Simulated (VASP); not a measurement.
LiNbCo: single point with PBE

LiNbCo:

```
CELL_PARAMETERS angstrom
3.44066 0.00000 0.00000
0.00000 3.44066 0.00000
0.00000 0.00000 5.94696
ATOMIC_POSITIONS crystal
Nb 0.25000 0.25000 0.33324
Nb 0.75000 0.75000 0.66676
Co 0.75000 0.25000 0.00000
Co 0.25000 0.75000 0.00000
Li 0.25000 0.25000 0.76111
Li 0.75000 0.75000 0.23889
```

| Quantity | Value |
| --- | --- |
| Program | VASP 6.6.1 |
| Task | single point |
| Functional | PBE |
| Potentials or basis | VASP PAW PBE potentials, release 64 (Nb_sv, Co, Li_sv) |
| Cutoff | 520 eV |
| k mesh | 5 × 5 × 3 |
| Occupations | fermi-dirac, width 0.1 eV |
| Spin | non-collinear spin, typed start, spin-orbit coupling |
| Starting moments | [[0.0, 0.0, 1.0], [0.0, 0.0, 1.0], [0.0, 0.0, 3.0], [0.0, 0.0, 3.0], [0.0, 0.0, 0.0], [0.0, 0.0, 0.0]] μB |
| Dipole correction | no |
| Further INCAR settings | ALGO = Normal; EDIFF = 1e-06; NBANDS = 66 |

- Largest force: 0.015 eV/Å
- Net moment: 0.10 μB per cell
- Valence electrons inside the program's atomic spheres: Nb 10.67; Co 8.51; Li 2.29

Forces on the atoms (eV/Å):
```
Nb   0.000  0.000  0.015
Nb   0.000  0.000 -0.015
Co   0.000  0.000  0.000
Co   0.000  0.000  0.000
Li   0.000  0.000  0.010
Li   0.000  0.000 -0.010
```

Moments on the atoms (μB; x, y, z):
```
Nb   0.00  0.00 -0.01
Nb   0.00  0.00 -0.01
Co   0.00  0.00  0.07
Co   0.00  0.00  0.07
Li   0.00  0.00  0.00
Li   0.00  0.00  0.00
```

Run time: 3.5 min on 1 thread of AMD EPYC 7R13 Processor (Zen 3), with other jobs on the host, peak memory 0.36 GiB.

Caveat: the k points lie up to 0.37 Å⁻¹ apart.
